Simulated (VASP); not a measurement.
# PbF2 (Fluorocronite) (Fm-3m) in VASP: settings compared, part 2 of 3

VASP 6.6.1. Earlier steps stand in the parts before.

## (3) Single point, PBEsol

This run uses another cell than the first one, of 17.11 Å³/atom, 1.046 times its volume.

Contents of INCAR:

```
PREC = Accurate ; ENCUT = 520
EDIFF = 1E-7 ; ISMEAR = 0
SIGMA = 0.01 ; LREAL = F
LASPH = T ; NELM = 60
ALGO = Normal ; ISIF = 2
LWAVE = F ; LCHARG = T
GGA = PS ; LELF = T
LVHAR = T ; NBANDS = 21
```

Contents of KPOINTS:

```
Automatic mesh
0
Gamma
  5 5 5
```

Contents of POSCAR:

```
PbF2
1.0
    0.0000000000      2.9498858123      2.9498858123
    2.9498858123      0.0000000000      2.9498858123
    2.9498858123      2.9498858123      0.0000000000
Pb F
1 2
Direct
    0.0000000000      0.0000000000      0.0000000000
    0.2500000000      0.2500000000      0.2500000000
    0.7500000000      0.7500000000      0.7500000000
```

Potentials or basis: VASP PAW PBE potentials, release 64 (Pb_d, F).

On the command line:

```console
$ cat potpaw_PBE.64/Pb_d/POTCAR potpaw_PBE.64/F/POTCAR > POTCAR
$ mpirun -np 1 vasp_std > vasp.out
```

OUTCAR:

```text
PREC = Accurate
   ENCUT = 520
   EDIFF = 1E-7
   ISMEAR = 0
   LREAL = F
   LASPH = T
   NELM = 60
   ISIF = 2
   GGA = PS

 ion  position               nearest neighbor table
   1  0.000  0.000  0.000-   3 2.55   3 2.55   3 2.55   2 2.55   3 2.55   2 2.55   2 2.55   2 2.55

   2  0.250  0.250  0.250-   1 2.55   1 2.55   1 2.55   1 2.55
   3  0.750  0.750  0.750-   1 2.55   1 2.55   1 2.55   1 2.55

  LATTYP: Found a face centered cubic cell.
 ALAT       =     5.8997716246

  Lattice vectors:

 A1 = (   0.0000000000,   2.9498858123,   2.9498858123)
 A2 = (   2.9498858123,   0.0000000000,   2.9498858123)
 A3 = (   2.9498858123,   2.9498858123,   0.0000000000)

Analysis of symmetry for initial positions (statically):
=====================================================================
 Subroutine PRICEL returns:
 Original cell was already a primitive cell.

 Routine SETGRP: Setting up the symmetry group for a
 face centered cubic supercell.

 Subroutine GETGRP returns: Found 48 space group operations
[... 9 lines left out ...]

 Routine SETGRP: Setting up the symmetry group for a
 face centered cubic supercell.

 Subroutine GETGRP returns: Found 48 space group operations
[... 11 lines left out ...]
                                     Primitive cell

  volume of cell :      51.3388

  direct lattice vectors                    reciprocal lattice vectors
     0.000000000  2.949885812  2.949885812    -0.169498086  0.169498086  0.169498086
     2.949885812  0.000000000  2.949885812     0.169498086 -0.169498086  0.169498086
     2.949885812  2.949885812  0.000000000     0.169498086  0.169498086 -0.169498086

  length of vectors
     4.171768523  4.171768523  4.171768523     0.293579297  0.293579297  0.293579297

  position of ions in fractional coordinates (direct lattice)
     0.000000000  0.000000000  0.000000000
     0.250000000  0.250000000  0.250000000
     0.750000000  0.750000000  0.750000000

  ion indices of the primitive-cell ions
   primitive index   ion index
                 1           1
                 2           2
                 3           3

----------------------------------------------------------------------------------------

 KPOINTS: Automatic mesh

Automatic generation of k-mesh.
 Grid dimensions read from file:
 generate k-points for:    5    5    5

 Generating k-lattice:

  Cartesian coordinates                     Fractional coordinates (reciprocal lattice)
    -0.033899617  0.033899617  0.033899617     0.200000000  0.000000000  0.000000000
     0.033899617 -0.033899617  0.033899617     0.000000000  0.200000000  0.000000000
     0.033899617  0.033899617 -0.033899617     0.000000000  0.000000000  0.200000000

  Length of vectors
     0.058715859  0.058715859  0.058715859

  Shift w.r.t. Gamma in fractional coordinates (k-lattice)
     0.000000000  0.000000000  0.000000000

 Subroutine IBZKPT returns following result:
 ===========================================

 Found     10 irreducible k-points:

 Following reciprocal coordinates:
            Coordinates               Weight
  0.000000  0.000000  0.000000      1.000000
  0.200000  0.000000  0.000000      8.000000
  0.400000  0.000000  0.000000      8.000000
  0.200000  0.200000  0.000000      6.000000
  0.400000  0.200000  0.000000     24.000000
 -0.400000  0.200000  0.000000     24.000000
 -0.200000  0.200000  0.000000     12.000000
  0.400000  0.400000  0.000000      6.000000
 -0.400000  0.400000  0.000000     12.000000
 -0.400000  0.400000  0.200000     24.000000
   k-points           NKPTS =     10   k-points in BZ     NKDIM =     10   number of bands    NBANDS=     21
   number of dos      NEDOS =    301   number of ions     NIONS =      3
   total plane-waves  NPLWV =  32768
   dimension x,y,z NGX =    32 NGY =   32 NGZ =   32
   dimension x,y,z NGXF=    64 NGYF=   64 NGZF=   64
   ions per type =               1   2
   NGX,Y,Z   is equivalent  to a cutoff of  12.75, 12.75, 12.75 a.u.
   NGXF,Y,Z  is equivalent  to a cutoff of  25.50, 25.50, 25.50 a.u.
 SYSTEM =  unknown system
   PREC   = accura    normal or accurate (medium, high low for compatibility)
   ISTART =      0    job   : 0-new  1-cont  2-samecut
   ICHARG =      2    charge: 1-file 2-atom 10-const
   ISPIN  =      1    spin polarized calculation?
   LNONCOLLINEAR =      F non collinear calculations
   LSORBIT =      F    spin-orbit coupling
   LASPH  =      T    aspherical Exc in radial PAW
   ENCUT  =  520.0 eV  38.22 Ry    6.18 a.u.   7.76  7.76  7.76*2*pi/ulx,y,z
   NELM   =     60;   NELMIN=  2; NELMDL= -5     # of ELM steps
   EDIFF  = 0.1E-06   stopping-criterion for ELM
   LREAL  =      F    real-space projection
   EDIFFG = 0.1E-05   stopping-criterion for IOM
   NSW    =      0    number of steps for IOM
   IBRION =     -1    ionic relax: 0-MD 1-quasi-New 2-CG
   NFREE  =      0    steps in history (QN), initial steepest desc. (CG)
   ISIF   =      2    stress and relaxation
   ISYM   =      2    0-nonsym 1-usesym 2-fastsym
   POTIM  = 0.5000    time-step for ionic-motion
   TEBEG  =    0.0;   TEEND  =   0.0 temperature during run
   PSTRESS=    0.0 pullay stress
   NELECT =      28.0000    total number of electrons
   NUPDOWN=      -1.0000    fix difference up-down
   EMIN   =  10.00;   EMAX   =-10.00  energy-range for DOS
   EFERMI =   0.00;   METHOD = LEGACY
   ISMEAR =     0;   SIGMA  =   0.01  broadening in eV -4-tet -1-fermi 0-gaus
   EFERMI_NEDOS =   21; number of points for ismear=-14 and -15
   IALGO  =     38    algorithm
   IMIX   =      4    mixing-type and parameters
     AMIX     =   0.40;   BMIX     =  1.00
     AMIX_MAG =   1.60;   BMIX_MAG =  1.00
  volume/ion in A,a.u.               =      17.11       115.48
  Fermi-wavevector in a.u.,A,eV,Ry     =   1.337557  2.527616 24.341622  1.789059
  Thomas-Fermi vector in A             =   2.466096
   LORBIT       =      0    0 simple, 1 ext, 2 COOP (PROOUT), +10 PAW based schemes
   GGA     = PS    functional components
   LHFCALC =     F    Hartree Fock is set to
   AEXX    =    0.0000 exact exchange contribution
   IVDW    =     0    specifies the selected vdW correction
   LEPSILON=     F    determine dielectric tensor
   LRPA    =     F    only Hartree local field effects (RPA)
 non-spin polarized calculation
 Gauss-broadening in eV      SIGMA  =   0.01
  energy-cutoff  :      520.00
  volume of cell :       51.34
 maximum number of plane-waves:      1411
   NGX = 15   NGY = 15   NGZ = 15

 number of electron      27.9999997 magnetization

 Free energy of the ion-electron system (eV)
  ---------------------------------------------------
  ext. energy  EPLUGINS =         0.00000000
  ---------------------------------------------------
  free energy    TOTEN  =       -14.93640704 eV

  energy without entropy =      -14.93640704  energy(sigma->0) =      -14.93640704

 E-fermi :   1.9583     XC(G=0):  -9.7318

 val. band max:        1.8637268001   @ k =  -0.4000   0.2000   0.0000
 cond. band min:       6.2778232330   @ k =   0.4000   0.4000   0.0000
 fundamental gap:      4.4140964329
 Fermi energy:         1.9582633963

 k-point     1 :       0.0000    0.0000    0.0000
  band No.  band energies     occupation
      1     -19.1831      2.00000
      2     -18.5161      2.00000
      3     -12.4723      2.00000
      4     -12.4723      2.00000
      5     -12.4723      2.00000
      6     -12.4020      2.00000
[... 13 lines left out ...]
     20      16.9135      0.00000
     21      19.3550      0.00000

 k-point     2 :       0.2000    0.0000    0.0000
  band No.  band energies     occupation
      1     -19.1038      2.00000
      2     -18.5874      2.00000
      3     -12.4578      2.00000
      4     -12.4578      2.00000
      5     -12.4001      2.00000
      6     -12.4001      2.00000
[... 13 lines left out ...]
     20      16.1427      0.00000
     21      18.0333      0.00000
[... 151 lines left out ...]
      5     -12.3835      2.00000
      6     -12.3433      2.00000
[... 13 lines left out ...]
     20      17.5998      0.00000
     21      18.4977      0.00000

 k-point    10 :      -0.4000    0.4000    0.2000
  band No.  band energies     occupation
      1     -18.8654      2.00000
      2     -18.7882      2.00000
      3     -12.4259      2.00000
      4     -12.3939      2.00000
      5     -12.3879      2.00000
      6     -12.3313      2.00000
[... 13 lines left out ...]
     20      17.7164      0.00000
     21      18.6217      0.00000

------------------------ aborting loop because EDIFF is reached ----------------------------------------

  FORCE on cell =-STRESS in cart. coord.  units (eV):
  Direction    XX          YY          ZZ          XY          YZ          ZX
  --------------------------------------------------------------------------------------
  -------------------------------------------------------------------------------------
  Total       -0.0861191     -0.0861191     -0.0861191     -0.0000000     -0.0000000      0.0000000
  in kB       -2.6875984     -2.6875984     -2.6875984     -0.0000000     -0.0000000      0.0000000
  external PRESSURE =      -2.6875984 kB  Pullay stress =       0.0000000 kB

 VOLUME and BASIS-vectors are now :
 -----------------------------------------------------------------------------
  energy-cutoff  :      520.00
  volume of cell :       51.34
      direct lattice vectors                 reciprocal lattice vectors
     0.000000000  2.949885812  2.949885812    -0.169498086  0.169498086  0.169498086
     2.949885812  0.000000000  2.949885812     0.169498086 -0.169498086  0.169498086
     2.949885812  2.949885812  0.000000000     0.169498086  0.169498086 -0.169498086

 POSITION                                       TOTAL-FORCE (eV/Angst)
 -----------------------------------------------------------------------------------
      0.00000      0.00000      0.00000         0.000000     -0.000000     -0.000000
      1.47494      1.47494      1.47494         0.000000      0.000000      0.000000
      4.42483      4.42483      4.42483        -0.000000     -0.000000     -0.000000
 -----------------------------------------------------------------------------------
    total drift:                                0.000000     -0.000000      0.000000

  FREE ENERGIE OF THE ION-ELECTRON SYSTEM (eV)
  ---------------------------------------------------
  free  energy   TOTEN  =       -14.9364070356 eV

  energy  without entropy=      -14.9364070356  energy(sigma->0) =      -14.93640704
```

OSZICAR:

```text
N       E                     dE             d eps       ncg     rms          rms(c)
DAV:   1     0.296362365447E+03    0.29636E+03   -0.14689E+04   428   0.150E+03
DAV:   2     0.969824400331E+01   -0.28666E+03   -0.27154E+03   433   0.431E+02
DAV:   3    -0.158252242847E+02   -0.25523E+02   -0.25208E+02   511   0.137E+02
DAV:   4    -0.165225581290E+02   -0.69733E+00   -0.69675E+00   475   0.232E+01
DAV:   5    -0.165456331919E+02   -0.23075E-01   -0.23071E-01   532   0.446E+00    0.714E+00
DAV:   6    -0.149614438303E+02    0.15842E+01   -0.72401E+00   576   0.215E+01    0.260E+00
DAV:   7    -0.149461583147E+02    0.15286E-01   -0.37470E-01   420   0.378E+00    0.149E+00
DAV:   8    -0.149377831664E+02    0.83751E-02   -0.91650E-02   440   0.327E+00    0.502E-01
DAV:   9    -0.149350977029E+02    0.26855E-02   -0.17153E-02   574   0.953E-01    0.971E-02
DAV:  10    -0.149363907386E+02   -0.12930E-02   -0.18224E-03   440   0.384E-01    0.314E-02
DAV:  11    -0.149363892070E+02    0.15316E-05   -0.10970E-04   485   0.107E-01    0.136E-02
DAV:  12    -0.149364091377E+02   -0.19931E-04   -0.63277E-05   458   0.753E-02    0.117E-02
DAV:  13    -0.149364069289E+02    0.22088E-05   -0.20154E-05   531   0.454E-02    0.216E-03
DAV:  14    -0.149364070196E+02   -0.90664E-07   -0.10884E-06   475   0.719E-03    0.544E-04
DAV:  15    -0.149364070356E+02   -0.15995E-07   -0.22618E-08   368   0.128E-03
   1 F= -.14936407E+02 E0= -.14936407E+02  d E =-.166379E-41
```

It took 6.6 s on 1 thread of Intel Xeon 6975P-C (Granite Rapids), shared host; peak memory 0.16 GiB.

What came out:

* Free energy: -14.9364 eV
* Pressure: -0.3 GPa
* Band gap on the k mesh: 4.41 eV, indirect (least direct gap 4.68 eV)

Caveat: the PAW data sets were made with another functional, which shifts forces and pressure a little; spin-orbit coupling is left out, which moves the levels of the heavy elements. A k mesh can miss the band edges.

## (4) Single point, PBE

This run uses another cell than the first one, of 18.00 Å³/atom, 1.100 times its volume.

Contents of INCAR:

```
PREC     = Accurate       # precision mode
ENCUT    = 520            # plane-wave cutoff, eV
EDIFF    = 1E-6           # SCF threshold, eV
ISMEAR   = 0              # smearing method
SIGMA    = 0.01           # smearing width, eV
LREAL    = False          # projectors in reciprocal space
LASPH    = True           # aspherical terms in the spheres
NELM     = 80             # most SCF steps
ALGO     = Normal         # electronic algorithm
ISIF     = 2              # what is computed and relaxed
LWAVE    = False          # write WAVECAR
LCHARG   = False          # write CHGCAR
GGA      = PE             # functional
NBANDS   = 21             # bands
```

Contents of KPOINTS:

```
regular mesh
0
Gamma
  5 5 5
```

Contents of POSCAR:

```
PbF2
1.0
    0.0000000000      2.9998144303      2.9998144303
    2.9998144303      0.0000000000      2.9998144303
    2.9998144303      2.9998144303      0.0000000000
Pb F
1 2
Direct
    0.0000000000      0.0000000000      0.0000000000
    0.2500000000      0.2500000000      0.2500000000
    0.7500000000      0.7500000000      0.7500000000
```

On the command line:

```console
$ cat potpaw_PBE.64/Pb_d/POTCAR potpaw_PBE.64/F/POTCAR > POTCAR
$ mpirun -np 1 vasp_std > vasp.out
```

It took 5.7 s on 1 thread of Intel Xeon 6975P-C (Granite Rapids), shared host; peak memory 0.17 GiB.

It converged, with:

- Free energy: -14.3511 eV
- Pressure: -0.2 GPa
- Band gap on the k mesh: 4.52 eV, indirect (least direct gap 4.78 eV)

Levels at points of the mesh, in eV from the valence-band top:
| k point | band 11 | band 12 | band 13 | band 14 | band 15 | band 16 | band 17 | band 18 |
| --- | --- | --- | --- | --- | --- | --- | --- | --- |
| (0.00, 0.00, 0.00) | -2.21 | -1.73 | -1.73 | -1.73 | 6.76 | 6.76 | 6.76 | 10.57 |

Caveat: spin-orbit coupling is left out, which moves the levels of the heavy elements. A k mesh can miss the band edges.

## (5) Relaxation of cell and atoms, PBEsol

This run uses another cell than the first one, of 17.35 Å³/atom, 1.061 times its volume.

Contents of INCAR:

```
ALGO = Normal ; EDIFF = 1E-6
EDIFFG = -0.03 ; ENCUT = 600
GGA = PS ; IBRION = 2
ISIF = 3 ; ISMEAR = 0
LASPH = T ; LCHARG = F
LREAL = F ; LWAVE = F
NELM = 100 ; NSW = 50
PREC = Accurate ; SIGMA = 0.01
```

Contents of KPOINTS:

```
k-points
0
Gamma
  5 5 5
```

Contents of POSCAR:

```
PbF2
1.0
    0.0000000000      2.9636600000      2.9636600000
    2.9636600000      0.0000000000      2.9636600000
    2.9636600000      2.9636600000      0.0000000000
Pb F
1 2
Direct
    0.0000000000      0.0000000000      0.0000000000
    0.2500000000      0.2500000000      0.2500000000
    0.7500000000      0.7500000000      0.7500000000
```

On the command line:

```console
$ cat potpaw_PBE.64/Pb_d/POTCAR potpaw_PBE.64/F/POTCAR > POTCAR
$ mpirun -np 1 vasp_std > vasp.out
```

Run time: 13 s. Hardware: 1 thread of Intel Xeon 6975P-C (Granite Rapids), shared host; peak memory 0.2 GiB.

Results (log left out):

```
Free energy                            : -14.9416 eV
Relaxed volume                         : 17.00 Å³/atom
Relaxed cell                           : a = 4.163 Å, b = 4.163 Å, c = 4.163 Å, α = 60.00°, β = 60.00°, γ = 60.00°
Space group after relaxing (to 0.05 Å) : Fm-3m (No. 225)
Energy gained by relaxing              : 1.2 meV/atom
Ionic steps                            : 2
Pressure after relaxing                : 0.2 GPa
Band gap on the k mesh                 : 4.41 eV, indirect (least direct gap 4.68 eV)
```

Step by step:
```csv
step,energy change (eV),largest force (eV/Å),pressure (GPa),volume (Å³)
1,0.0000,0.0000,-1.29,52.06
2,-0.0037,0.0000,0.20,51.01
```

Final structure:
```cif
data_structure
_symmetry_space_group_name_H-M 'P 1'
_symmetry_Int_Tables_number 1
_cell_length_a 4.1629
_cell_length_b 4.1629
_cell_length_c 4.1629
_cell_angle_alpha 60.000
_cell_angle_beta 60.000
_cell_angle_gamma 60.000
_cell_volume 51.01
loop_
_atom_site_label
_atom_site_type_symbol
_atom_site_fract_x
_atom_site_fract_y
_atom_site_fract_z
_atom_site_occupancy
Pb1 Pb 0.00000 0.00000 0.00000 1
F1 F 0.25000 0.25000 0.25000 1
F2 F 0.75000 0.75000 0.75000 1
```

Levels at points of the mesh, in eV from the valence-band top:
```tsv
k point	band 11	band 12	band 13	band 14	band 15	band 16	band 17	band 18
(0.00, 0.00, 0.00)	-2.56	-2.06	-2.06	-2.06	6.74	6.74	6.74	10.61
```

Caveat: the PAW data sets were made with another functional, which shifts forces and pressure a little; spin-orbit coupling is left out, which moves the levels of the heavy elements.

## (6) Relaxation of cell and atoms, LDA

This run uses another cell than the first one, of 17.35 Å³/atom, 1.061 times its volume.

Contents of INCAR:

```
SYSTEM = PbF2
  PREC = Accurate
  ENCUT = 600
  EDIFF = 1E-7
  ISMEAR = 0
  SIGMA = 0.01
  LREAL = .False.
  LASPH = .True.
  NELM = 60
  ALGO = Normal
  ISIF = 3
  LWAVE = .False.
  LCHARG = .False.
  IBRION = 2
  NSW = 50
  EDIFFG = -0.03
```

Contents of KPOINTS:

```
regular mesh
0
Gamma
  5 5 5
  0 0 0
```

POSCAR is that of step 5.

Potentials or basis: VASP PAW LDA potentials, release 64 (Pb_d, F).

On the command line:

```console
$ cat potpaw_LDA.64/Pb_d/POTCAR potpaw_LDA.64/F/POTCAR > POTCAR
$ mpirun -np 1 vasp_std > vasp.out
```

It took 16 s on 1 thread of Intel Xeon 6975P-C (Granite Rapids), shared host; peak memory 0.17 GiB.

It converged, with:

```
Free energy                            : -15.9650 eV
Relaxed volume                         : 16.34 Å³/atom
Relaxed cell                           : a = 4.108 Å, b = 4.108 Å, c = 4.108 Å, α = 60.00°, β = 60.00°, γ = 60.00°
Space group after relaxing (to 0.05 Å) : Fm-3m (No. 225)
Energy gained by relaxing              : 15.3 meV/atom
Ionic steps                            : 3
Pressure after relaxing                : 0.0 GPa
Band gap on the k mesh                 : 4.31 eV, indirect (least direct gap 4.58 eV)
```

Step by step:
```tsv
step	energy change (eV)	largest force (eV/Å)	pressure (GPa)	volume (Å³)
1	0.0000	0.0000	-4.58	52.06
2	-0.0437	0.0000	1.16	48.41
3	-0.0459	0.0000	0.01	49.03
```

Final structure:
```cif
data_structure
_symmetry_space_group_name_H-M 'P 1'
_symmetry_Int_Tables_number 1
_cell_length_a 4.1082
_cell_length_b 4.1082
_cell_length_c 4.1082
_cell_angle_alpha 60.000
_cell_angle_beta 60.000
_cell_angle_gamma 60.000
_cell_volume 49.03
loop_
_atom_site_label
_atom_site_type_symbol
_atom_site_fract_x
_atom_site_fract_y
_atom_site_fract_z
_atom_site_occupancy
Pb1 Pb 0.00000 0.00000 0.00000 1
F1 F 0.25000 0.25000 0.25000 1
F2 F 0.75000 0.75000 0.75000 1
```

Levels at points of the mesh, in eV from the valence-band top:
```csv
k point,band 11,band 12,band 13,band 14,band 15,band 16,band 17,band 18
"(0.00, 0.00, 0.00)",-2.85,-2.33,-2.33,-2.33,6.67,6.67,6.67,10.45
```

Caveat: spin-orbit coupling is left out, which moves the levels of the heavy elements.

(Part 2 of 3 ends here.)
